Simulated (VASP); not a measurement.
# HfN (Fm-3m) in VASP: single point with PBE

Aim: the single point of HfN with PBE.

Everything below comes from runs of VASP 6.6.1. Logs are shortened: lines on timing, memory, paths and dates and some standing lists are left out, and cuts for length are marked.

## (1) The cell of the first run

It takes space group Fm-3m (No. 225, cubic). The conventional cell has a = 4.512 Å, b = 4.512 Å, c = 4.512 Å, α = 90.00°, β = 90.00°, γ = 90.00°. Within 3.0 Å of Hf (site symmetry m-3m) lie 6 N at 2.26 Å. Within 3.0 Å of N (site symmetry m-3m) lie 6 Hf at 2.26 Å.

## (2) Single point, PBE

Contents of INCAR:

```
SYSTEM = HfN
  PREC = Accurate
  ENCUT = 600
  EDIFF = 1E-6
  ISMEAR = 0
  SIGMA = 0.05
  LREAL = Auto
  LASPH = .True.
  NELM = 120
  ALGO = Normal
  ISIF = 2
  LWAVE = .False.
  LCHARG = .False.
  GGA = PE
  NBANDS = 236
  GGA_COMPAT = .False.
```

Contents of KPOINTS:

```
regular mesh
0
Gamma
  2 2 2
  0 0 0
```

Contents of POSCAR:

```
HfN
1.0
    0.0000000000      6.7680000000      6.7680000000
    6.7680000000      0.0000000000      6.7680000000
    6.7680000000      6.7680000000      0.0000000000
Hf N
27 27
Direct
    0.0000000000      0.0000000000      0.0000000000
    0.0000000000      0.0000000000      0.3333330000
    0.0000000000      0.0000000000      0.6666670000
    0.0000000000      0.3333330000      0.0000000000
    0.0000000000      0.3333330000      0.3333330000
    0.0000000000      0.3333330000      0.6666670000
    0.0000000000      0.6666670000      0.0000000000
    0.0000000000      0.6666670000      0.3333330000
    0.0000000000      0.6666670000      0.6666670000
    0.3333330000      0.0000000000      0.0000000000
    0.3333330000      0.0000000000      0.3333330000
    0.3333330000      0.0000000000      0.6666670000
    0.3333330000      0.3333330000      0.0000000000
    0.3333330000      0.3333330000      0.3333330000
    0.3333330000      0.3333330000      0.6666670000
    0.3333330000      0.6666670000      0.0000000000
    0.3333330000      0.6666670000      0.3333330000
    0.3333330000      0.6666670000      0.6666670000
    0.6666670000      0.0000000000      0.0000000000
    0.6666670000      0.0000000000      0.3333330000
    0.6666670000      0.0000000000      0.6666670000
    0.6666670000      0.3333330000      0.0000000000
    0.6666670000      0.3333330000      0.3333330000
    0.6666670000      0.3333330000      0.6666670000
    0.6666670000      0.6666670000      0.0000000000
    0.6666670000      0.6666670000      0.3333330000
    0.6666670000      0.6666670000      0.6666670000
    0.1666670000      0.1666670000      0.1666670000
    0.1666670000      0.1666670000      0.5000000000
    0.1666670000      0.1666670000      0.8333330000
    0.1666670000      0.5000000000      0.1666670000
    0.1666670000      0.5000000000      0.5000000000
    0.1666670000      0.5000000000      0.8333330000
    0.1666670000      0.8333330000      0.1666670000
    0.1666670000      0.8333330000      0.5000000000
    0.1666670000      0.8333330000      0.8333330000
    0.5000000000      0.1666670000      0.1666670000
    0.5000000000      0.1666670000      0.5000000000
    0.5000000000      0.1666670000      0.8333330000
    0.5000000000      0.5000000000      0.1666670000
    0.5000000000      0.5000000000      0.5000000000
    0.5000000000      0.5000000000      0.8333330000
    0.5000000000      0.8333330000      0.1666670000
    0.5000000000      0.8333330000      0.5000000000
    0.5000000000      0.8333330000      0.8333330000
    0.8333330000      0.1666670000      0.1666670000
    0.8333330000      0.1666670000      0.5000000000
    0.8333330000      0.1666670000      0.8333330000
    0.8333330000      0.5000000000      0.1666670000
    0.8333330000      0.5000000000      0.5000000000
    0.8333330000      0.5000000000      0.8333330000
    0.8333330000      0.8333330000      0.1666670000
    0.8333330000      0.8333330000      0.5000000000
    0.8333330000      0.8333330000      0.8333330000
```

Potentials or basis: VASP PAW PBE potentials, release 64 (Hf_pv, N).

Command:

```
$ cat potpaw_PBE.64/Hf_pv/POTCAR potpaw_PBE.64/N/POTCAR > POTCAR
$ mpirun -np 1 vasp_std > vasp.out
```

OUTCAR:

```text
SYSTEM = HfN
   PREC = Accurate
   ENCUT = 600
   EDIFF = 1E-6
   ISMEAR = 0
   LREAL = Auto
   LASPH = .True.
   NELM = 120
   ISIF = 2
   GGA = PE

 ion  position               nearest neighbor table
   1  0.000  0.000  0.000-  30 2.26  34 2.26  36 2.26  46 2.26  48 2.26  52 2.26  10 3.19  12 3.19
                            16 3.19  19 3.19  20 3.19  22 3.19   2 3.19   3 3.19   4 3.19   6 3.19
   2  0.000  0.000  0.333-  34 2.26  46 2.26  35 2.26  47 2.26  53 2.26  28 2.26  17 3.19  20 3.19
                            23 3.19   1 3.19   4 3.19   5 3.19   8 3.19  10 3.19  11 3.19  21 3.19
   3  0.000  0.000  0.667-  36 2.26  48 2.26  29 2.26  47 2.26  35 2.26  54 2.26  19 3.19  21 3.19
                            24 3.19   1 3.19   6 3.19   7 3.19   9 3.19  12 3.19  18 3.19  11 3.19
   4  0.000  0.333  0.000-  30 2.26  46 2.26  33 2.26  49 2.26  51 2.26  28 2.26  15 3.19  22 3.19
                            23 3.19   1 3.19   2 3.19   5 3.19   6 3.19  10 3.19  13 3.19   9 3.19
   5  0.000  0.333  0.333-  28 2.26  47 2.26  49 2.26  50 2.26  31 2.26  29 2.26   2 3.19   4 3.19
                            11 3.19  13 3.19  14 3.19  23 3.19  24 3.19  26 3.19   3 3.19   7 3.19
   6  0.000  0.333  0.667-  29 2.26  30 2.26  48 2.26  51 2.26  50 2.26  32 2.26  24 3.19   1 3.19
                             3 3.19   4 3.19  12 3.19  15 3.19  22 3.19  14 3.19  27 3.19   5 3.19
   7  0.000  0.667  0.000-  36 2.26  52 2.26  31 2.26  49 2.26  33 2.26  54 2.26  19 3.19  25 3.19
                            26 3.19   1 3.19   3 3.19   8 3.19   9 3.19  16 3.19  18 3.19  13 3.19
   8  0.000  0.667  0.333-  31 2.26  34 2.26  52 2.26  53 2.26  32 2.26  50 2.26  26 3.19   1 3.19
                             2 3.19   7 3.19  16 3.19  17 3.19  20 3.19  14 3.19  27 3.19   6 3.19
   9  0.000  0.667  0.667-  54 2.26  35 2.26  33 2.26  32 2.26  53 2.26  51 2.26   3 3.19   7 3.19
[... 70 lines left out ...]
 A1 = (   0.0000000000,   6.7680000000,   6.7680000000)
 A2 = (   6.7680000000,   0.0000000000,   6.7680000000)
 A3 = (   6.7680000000,   6.7680000000,   0.0000000000)

Analysis of symmetry for initial positions (statically):
=====================================================================
 Subroutine PRICEL returns following result:

  LATTYP: Found a face centered cubic cell.
 ALAT       =     4.5119954880

  Lattice vectors:

 A1 = (   0.0000000000,   2.2559977440,   2.2559977440)
 A2 = (   2.2559977440,   0.0000000000,   2.2559977440)
 A3 = (   2.2559977440,   2.2559977440,   0.0000000000)

  27 primitive cells build up your supercell.

 Routine SETGRP: Setting up the symmetry group for a
 face centered cubic supercell.

 Subroutine GETGRP returns: Found 48 space group operations
 (whereof 48 operations were pure point group operations)
 out of a pool of 48 trial point group operations.

The static configuration has the point symmetry O_h .

Analysis of symmetry for dynamics (positions and initial velocities):
=====================================================================
 Subroutine PRICEL returns following result:

  LATTYP: Found a face centered cubic cell.
 ALAT       =     4.5119954880

  Lattice vectors:

 A1 = (   0.0000000000,   2.2559977440,   2.2559977440)
 A2 = (   2.2559977440,   0.0000000000,   2.2559977440)
 A3 = (   2.2559977440,   2.2559977440,   0.0000000000)

  27 primitive cells build up your supercell.

 Routine SETGRP: Setting up the symmetry group for a
 face centered cubic supercell.

 Subroutine GETGRP returns: Found 48 space group operations
 (whereof 48 operations were pure point group operations)
 out of a pool of 48 trial point group operations.

The dynamic configuration has the point symmetry O_h .

 Subroutine INISYM returns: Found 48 space group operations
 (whereof 48 operations are pure point group operations),
 and found    27 'primitive' translations

----------------------------------------------------------------------------------------

                                     Primitive cell

  volume of cell :      22.9639

  direct lattice vectors                    reciprocal lattice vectors
     0.000000000  2.255997744  2.255997744    -0.221631427  0.221631427  0.221631427
     2.255997744  0.000000000  2.255997744     0.221631427 -0.221631427  0.221631427
     2.255997744  2.255997744  0.000000000     0.221631427  0.221631427 -0.221631427

  length of vectors
     3.190462606  3.190462606  3.190462606     0.383876893  0.383876893  0.383876893

  position of ions in fractional coordinates (direct lattice)
     0.000000000  0.000000000  0.000000000
     0.500001500  0.500001500  0.500001500

  ion indices of the primitive-cell ions
   primitive index   ion index
                 1           1
                 2          28

----------------------------------------------------------------------------------------

 KPOINTS: regular mesh

Automatic generation of k-mesh.
 Grid dimensions read from file:
 generate k-points for:    2    2    2

 Generating k-lattice:

  Cartesian coordinates                     Fractional coordinates (reciprocal lattice)
    -0.036938534  0.036938534  0.036938534     0.500000000  0.000000000  0.000000000
     0.036938534 -0.036938534  0.036938534     0.000000000  0.500000000  0.000000000
     0.036938534  0.036938534 -0.036938534     0.000000000  0.000000000  0.500000000

  Length of vectors
     0.063979418  0.063979418  0.063979418

  Shift w.r.t. Gamma in fractional coordinates (k-lattice)
     0.000000000  0.000000000  0.000000000

 Subroutine IBZKPT returns following result:
 ===========================================

 Found      3 irreducible k-points:

 Following reciprocal coordinates:
            Coordinates               Weight
  0.000000  0.000000  0.000000      1.000000
  0.500000  0.000000  0.000000      4.000000
  0.500000  0.500000  0.000000      3.000000
   k-points           NKPTS =      3   k-points in BZ     NKDIM =      3   number of bands    NBANDS=    236
   number of dos      NEDOS =    301   number of ions     NIONS =     54
   total plane-waves  NPLWV = 512000
   dimension x,y,z NGX =    80 NGY =   80 NGZ =   80
   dimension x,y,z NGXF=   160 NGYF=  160 NGZF=  160
   ions per type =              27  27
   NGX,Y,Z   is equivalent  to a cutoff of  13.90, 13.90, 13.90 a.u.
   NGXF,Y,Z  is equivalent  to a cutoff of  27.79, 27.79, 27.79 a.u.
 SYSTEM =  HfN
   PREC   = accura    normal or accurate (medium, high low for compatibility)
   ISTART =      0    job   : 0-new  1-cont  2-samecut
   ICHARG =      2    charge: 1-file 2-atom 10-const
   ISPIN  =      1    spin polarized calculation?
   LNONCOLLINEAR =      F non collinear calculations
   LSORBIT =      F    spin-orbit coupling
   LASPH  =      T    aspherical Exc in radial PAW
   ENCUT  =  600.0 eV  44.10 Ry    6.64 a.u.  19.12 19.12 19.12*2*pi/ulx,y,z
   NELM   =    120;   NELMIN=  2; NELMDL= -5     # of ELM steps
   EDIFF  = 0.1E-05   stopping-criterion for ELM
   LREAL  =      T    real-space projection
   EDIFFG = 0.1E-04   stopping-criterion for IOM
   NSW    =      0    number of steps for IOM
   IBRION =     -1    ionic relax: 0-MD 1-quasi-New 2-CG
   NFREE  =      0    steps in history (QN), initial steepest desc. (CG)
   ISIF   =      2    stress and relaxation
   ISYM   =      2    0-nonsym 1-usesym 2-fastsym
   POTIM  = 0.5000    time-step for ionic-motion
   TEBEG  =    0.0;   TEEND  =   0.0 temperature during run
   PSTRESS=    0.0 pullay stress
   NELECT =     405.0000    total number of electrons
   NUPDOWN=      -1.0000    fix difference up-down
   EMIN   =  10.00;   EMAX   =-10.00  energy-range for DOS
   EFERMI =   0.00;   METHOD = LEGACY
   ISMEAR =     0;   SIGMA  =   0.05  broadening in eV -4-tet -1-fermi 0-gaus
   EFERMI_NEDOS =   21; number of points for ismear=-14 and -15
   IALGO  =     38    algorithm
   IMIX   =      4    mixing-type and parameters
     AMIX     =   0.40;   BMIX     =  1.00
     AMIX_MAG =   1.60;   BMIX_MAG =  1.00
  volume/ion in A,a.u.               =      11.48        77.48
  Fermi-wavevector in a.u.,A,eV,Ry     =   1.420440  2.684242 27.451783  2.017649
  Thomas-Fermi vector in A             =   2.541355
   LORBIT       =      0    0 simple, 1 ext, 2 COOP (PROOUT), +10 PAW based schemes
   GGA     = PE    functional components
   LHFCALC =     F    Hartree Fock is set to
   AEXX    =    0.0000 exact exchange contribution
   IVDW    =     0    specifies the selected vdW correction
   LEPSILON=     F    determine dielectric tensor
   LRPA    =     F    only Hartree local field effects (RPA)
 non-spin polarized calculation
 Gauss-broadening in eV      SIGMA  =   0.05
  energy-cutoff  :      600.00
  volume of cell :      620.03
 maximum number of plane-waves:     20714
 NGX is ok and might be reduce to    80
   NGX = 39   NGY = 39   NGZ = 39

 number of electron     405.0000004 magnetization

 Free energy of the ion-electron system (eV)
  ---------------------------------------------------
  ext. energy  EPLUGINS =         0.00000000
  ---------------------------------------------------
  free energy    TOTEN  =      -588.44344250 eV

  energy without entropy =     -588.42097231  energy(sigma->0) =     -588.43220740

 E-fermi :   8.5521     XC(G=0): -12.7538

 val. band max:        8.5283014164   @ k =   0.5000   0.0000   0.0000
 cond. band min:       8.8941853356   @ k =   0.5000   0.0000   0.0000
 fundamental gap:      0.3658839192
 Fermi energy:         8.5521193884

 k-point     1 :       0.0000    0.0000    0.0000
  band No.  band energies     occupation
      1     -23.4744      2.00000
      2     -23.4744      2.00000
      3     -23.4744      2.00000
      4     -23.4744      2.00000
      5     -23.4744      2.00000
      6     -23.4744      2.00000
[... 640 lines left out ...]
    213       9.2798      0.00000
    214       9.2798      0.00000
 [bands above 214 left out]

------------------------ aborting loop because EDIFF is reached ----------------------------------------

  FORCE on cell =-STRESS in cart. coord.  units (eV):
  Direction    XX          YY          ZZ          XY          YZ          ZX
  --------------------------------------------------------------------------------------
  -------------------------------------------------------------------------------------
  Total       14.9663820     14.9663820     14.9663820      0.0000000     -0.0000000     -0.0000000
  in kB       38.6737568     38.6737568     38.6737568      0.0000000     -0.0000000     -0.0000000
  external PRESSURE =      38.6737568 kB  Pullay stress =       0.0000000 kB

 VOLUME and BASIS-vectors are now :
 -----------------------------------------------------------------------------
  energy-cutoff  :      600.00
  volume of cell :      620.03
      direct lattice vectors                 reciprocal lattice vectors
     0.000000000  6.768000000  6.768000000    -0.073877069  0.073877069  0.073877069
     6.768000000  0.000000000  6.768000000     0.073877069 -0.073877069  0.073877069
     6.768000000  6.768000000  0.000000000     0.073877069  0.073877069 -0.073877069

 POSITION                                       TOTAL-FORCE (eV/Angst)
 -----------------------------------------------------------------------------------
      0.00000      0.00000      0.00000         0.000000      0.000000     -0.000000
      2.25600      2.25600      0.00000        -0.000000     -0.000000     -0.000000
      4.51200      4.51200      0.00000         0.000000      0.000000     -0.000000
      2.25600      0.00000      2.25600        -0.000000     -0.000000      0.000000
      4.51200      2.25600      2.25600        -0.000000      0.000000     -0.000000
      6.76800      4.51200      2.25600        -0.000000     -0.000000      0.000000
[... 46 lines left out ...]
      9.02400      9.02400     11.28000         0.000000      0.000000     -0.000000
     11.28000     11.28000     11.28000         0.000000      0.000000     -0.000000
 -----------------------------------------------------------------------------------
    total drift:                               -0.000000     -0.000000      0.000000

  FREE ENERGIE OF THE ION-ELECTRON SYSTEM (eV)
  ---------------------------------------------------
  free  energy   TOTEN  =      -588.4434424955 eV

  energy  without entropy=     -588.4209723060  energy(sigma->0) =     -588.43220740
```

Run time: 27 min. Hardware: 1 thread of Intel Xeon Platinum 8259CL at 2.50GHz (Skylake/Cascade Lake), shared host; peak memory 1.2 GiB.

What came out:

| Item | Value |
| --- | --- |
| Free energy | -588.4434 eV |
| Pressure | 3.9 GPa |
| Band gap on the k mesh | zero (an odd number of electrons rules out a gap without spin polarisation) |

Levels at points of the mesh, in eV from the Fermi level:
```csv
k point,band 200,band 201,band 202,band 203,band 204,band 205,band 206,band 207
"(0.00, 0.00, 0.00)",0.42,0.42,0.42,0.42,0.42,0.42,0.42,0.42
"(0.50, 0.00, 0.00)",-1.22,-1.22,-0.02,-0.02,0.34,0.34,0.34,0.34
"(0.50, 0.50, 0.00)",-0.54,-0.54,-0.54,-0.54,-0.54,0.55,0.55,0.55
```

Caveat: the k points lie up to 0.40 Å⁻¹ apart, too coarse for converged energies and pressures of a metal; spin-orbit coupling is left out, which moves the levels of the heavy elements.

The gap in the log of VASP goes by the Fermi energy; the results here count the filled bands.